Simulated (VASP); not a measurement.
Runs of VASP 6.6.1 on ZnSnN2. The structure is that of space group P-6m2 (No. 187), or close to it. The cells are those of the table. 

| task | cell | k mesh | cutoff (eV) | gap on the mesh (eV) | pressure (GPa) | largest force (eV/Å) |
| --- | --- | --- | --- | --- | --- | --- |
| single point | a = 4.536, b = 4.536, c = 10.002 Å, angles 90.0, 90.0, 120.0°, 4 atoms | 12 × 12 × 6 | 520 | none | 0.5 | 1.74 |
| relaxation of cell and atoms | relaxed from a = 4.052, b = 4.052, c = 4.794 Å, angles 90.0, 90.0, 120.0°, 4 atoms | 6 × 6 × 4 | 600 | none | -0.1 | 0.02 |
| single point | a = 4.052, b = 4.052, c = 4.794 Å, angles 90.0, 90.0, 120.0°, 4 atoms | 6 × 6 × 4 | 520 | none | (a) | 8.88 |
| single point | a = 4.552, b = 4.552, c = 9.088 Å, angles 90.0, 90.0, 120.0°, 4 atoms | 6 × 6 × 4 | 520 | none | 0.6 | 1.74 |

Alike in all rows: level PBE; potentials or basis VASP PAW PBE potentials, release 64 (Zn, Sn_d, N); no spin polarisation; smearing gaussian 0.1 eV.

Q: Fill in the values left out.

A: (a) 24.2.

Caveats: spin-orbit coupling is left out, which moves the levels of the heavy elements; forces of over 1 eV/Å act on the atoms, so gaps and moduli don't describe the material at rest (some runs); the standard files for N, O and F lose accuracy on very short bonds (some runs).

A k mesh can miss the band edges, and the runs leave out spin-orbit coupling on Sn.

A gap of «none» marks levels without a gap at the run's occupations.
